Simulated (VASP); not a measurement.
## In3As: single point with PBE

The system is In3As.

```
CELL_PARAMETERS angstrom
-3.10417 3.10417 3.10417
3.10417 -3.10417 3.10417
3.10417 3.10417 -3.10417
ATOMIC_POSITIONS crystal
In 0.00000 0.50000 0.50000
In 0.50000 0.00000 0.50000
In 0.50000 0.50000 0.00000
As 0.00000 0.00000 0.00000
```

```json
{"Program": "VASP 6.6.1", "Task": "single point", "Functional": "PBE", "Potentials or basis": "VASP PAW PBE potentials, release 64 (In_d, As)", "Cutoff": "520 eV", "k mesh": "4 × 4 × 4", "Occupations": "gaussian, width 0.1 eV", "Spin": "no spin polarisation", "Dipole correction": "no", "Further INCAR settings": "ALGO = Normal; EDIFF = 1e-06; NBANDS = 30"}
```

```
Pressure               : -3.9 GPa
Band gap on the k mesh : zero (band 22 reaches 5.46 eV, above the bottom of band 23 at 4.19 eV)
```

Levels at points of the mesh, in eV from the Fermi level:
```tsv
k point	band 20	band 21	band 22	band 23	band 24	band 25
(0.00, 0.00, 0.00)	-2.18	-1.91	-1.91	-0.54	-0.54	-0.54
(0.50, 0.00, 0.00)	-2.52	-1.23	0.04	0.49	1.55	1.79
(0.50, 0.50, 0.50)	-3.73	-3.73	0.34	0.70	0.70	0.70
```

Run time: 28 s on 1 thread of Intel Xeon 6975P-C, with other jobs on the host, peak memory 0.25 GiB.

Caveat: spin-orbit coupling is left out, which moves the levels of the heavy elements.
